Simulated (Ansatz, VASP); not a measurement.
**One calculation of SrCl2, two programs**

The input INCAR:

```
PREC = Accurate
ENCUT = 600
EDIFF = 1E-6
ISMEAR = 0
SIGMA = 0.02
LREAL = False
LASPH = True
NELM = 60
ALGO = Normal
ISIF = 3
LWAVE = False
LCHARG = False
GGA = PE
IBRION = 2
NSW = 100
EDIFFG = -0.01
```

File KPOINTS:

```
Automatic mesh
0
Gamma
  6 6 6
```

POSCAR

```
SrCl2
1.0
    0.0000000000      3.4997472800      3.4997472800
    3.4997472800      0.0000000000      3.4997472800
    3.4997472800      3.4997472800      0.0000000000
Sr Cl
1 2
Direct
    0.0000000000      0.0000000000      0.0000000000
    0.7500000000      0.7500000000      0.7500000000
    0.2500000000      0.2500000000      0.2500000000
```

Input for Ansatz:

```yaml
crystal:
  lattice:
    - [0.0, 3.49974728, 3.49974728]
    - [3.49974728, 0.0, 3.49974728]
    - [3.49974728, 3.49974728, 0.0]
  atoms:
    - { symbol: Sr, position: [0.0, 0.0, 0.0] }
    - { symbol: Cl, position: [0.75, 0.75, 0.75] }
    - { symbol: Cl, position: [0.25, 0.25, 0.25] }
basis:
  ecutwfc: 420
kpoints:
  mp_grid: { grid: [6, 6, 6] }
hamiltonian:
  xc: pbe
scf:
  occupations: { method: gaussian, width: 0.02 }
output:
  forces: true
  stress: true
  eigenvalues: true
relax:
  adjacent_minimum: "off"
  f_tol: 0.01
  max_steps: 80
  cell: { stress_tol: 0.05 }
```

Alike in both runs: task relaxation of cell and atoms; functional PBE; k mesh 6 × 6 × 6; occupations gaussian, width 0.02 eV; no spin polarisation.

|  | VASP | Ansatz |
| --- | --- | --- |
| version | VASP 6.6.1 | Ansatz 0.2.0 |
| potentials or method | VASP PAW PBE potentials, release 64 (Sr_sv, Cl), cutoff 600 eV | scalar-relativistic, plane waves, PAW |
| valence electrons in the cell | 24 | 24 |

Ansatz gave:

```
gap on the k mesh at the Fermi level, each at its own relaxed structure (eV) : 5.24
relaxed volume (Å³/atom)                                                     : 29.06
relaxed cell length with the largest relative difference (Å)                 : 4.977
```

Task: Which values does VASP return?

Result: gap on the k mesh at the Fermi level, each at its own relaxed structure (eV): 5.22; relaxed volume (Å³/atom): 29.18; relaxed cell length with the largest relative difference (Å): 4.984.
